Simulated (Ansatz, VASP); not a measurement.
CuI: VASP beside Ansatz

Contents of INCAR:

```
SYSTEM = CuI
  ALGO = Normal
  EDIFF = 1E-7
  ENCUT = 520
  GGA = PE
  ISIF = 2
  ISMEAR = 0
  LASPH = .TRUE.
  LCHARG = .FALSE.
  LREAL = .FALSE.
  LWAVE = .FALSE.
  NBANDS = 16
  NELM = 80
  PREC = Accurate
  SIGMA = 0.02
```

KPOINTS

```
k-points
0
G
  8 8 8
  0 0 0
```

POSCAR

```
CuI
1.0
    0.0000000000      3.0986068415      3.0986068415
    3.0986068415      0.0000000000      3.0986068415
    3.0986068415      3.0986068415      0.0000000000
Cu I
1 1
Direct
    0.2500000000      0.2500000000      0.2500000000
    0.0000000000      0.0000000000      0.0000000000
```

Input for Ansatz:

```yaml
crystal:
  lattice:
    - [0.0, 3.0986068433, 3.0986068433]
    - [3.0986068433, 0.0, 3.0986068433]
    - [3.0986068433, 3.0986068433, 0.0]
  atoms:
    - { symbol: Cu, position: [0.25, 0.25, 0.25] }
    - { symbol: I, position: [0.0, 0.0, 0.0] }
basis:
  ecutwfc: 420
kpoints:
  mp_grid: { grid: [8, 8, 8] }
hamiltonian:
  xc: pbe
scf:
  occupations: { method: gaussian, width: 0.02 }
output:
  forces: true
  stress: true
  eigenvalues: true
```

Alike in both runs: task single point; functional PBE; k mesh 8 × 8 × 8; occupations gaussian, width 0.02 eV; no spin polarisation.

```csv
,VASP,Ansatz
version,VASP 6.6.1,Ansatz 0.2.0
potentials or method,"VASP PAW PBE potentials, release 64 (Cu, I), cutoff 520 eV","scalar-relativistic, plane waves, PAW"
valence electrons in the cell,18,36
```

Ansatz gave:

```
gap on the k mesh at the Fermi level (eV) : 0.96
least direct gap on the mesh (eV)         : 0.96
pressure (GPa)                            : -1.9
```

Problem. What did VASP give for the same quantities?

Solution. gap on the k mesh at the Fermi level (eV): 0.98; least direct gap on the mesh (eV): 0.98; pressure (GPa): -1.9.

The functional is the same, so the differences come from potentials, cutoffs and numerics. VASP's potentials hold 18 valence electrons a cell and Ansatz's 36, so a difference there can come from the potentials and not from the codes.

Neither program's run includes spin-orbit coupling.
